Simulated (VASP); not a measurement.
CdF2:

```
Cd F
1.0
     0.00000    2.69400    2.69400
     2.69400    0.00000    2.69400
     2.69400    2.69400    0.00000
Cd F
1 2
Cartesian
  -0.0866 -0.0866 -0.0866
  1.3470 1.3470 1.3470
  4.0410 4.0410 4.0410
```

This cell differs from its parent crystal: all Cd atoms moved -0.150 Å, as atom 1 along Cartesian [1 1 1].

Base run:

```yaml
Program: VASP 6.6.1
Functional: LDA
Potentials_or_basis: VASP PAW LDA potentials, release 64 (Cd, F)
Cutoff: 520 eV
k_mesh: 8 × 8 × 8
Occupations: gaussian, width 0.05 eV
Spin: no spin polarisation
```

Its results: band gap on the k mesh 2.82 eV, indirect (least direct gap 3.30 eV); pressure -3.4 GPa; largest force 0.825 eV/Å.

Task: The run is repeated on the same cell with these changes: potentials or basis from VASP PAW LDA potentials, release 64 (Cd, F) to VASP PAW LDA potentials, release 64 (Cd_sv_GW, F); cutoff from 520 eV to 600 eV; further incar settings from ALGO = Normal; EDIFF = 1e-07; NBANDS = 20 to ALGO = Normal; EDIFF = 1e-06; NBANDS = 24; valence electrons from 26 to 34. What comes out?

Result: Band gap on the k mesh 2.84 eV, indirect (least direct gap 3.31 eV); pressure -5.0 GPa; largest force 0.750 eV/Å.

A k mesh can miss the band edges.
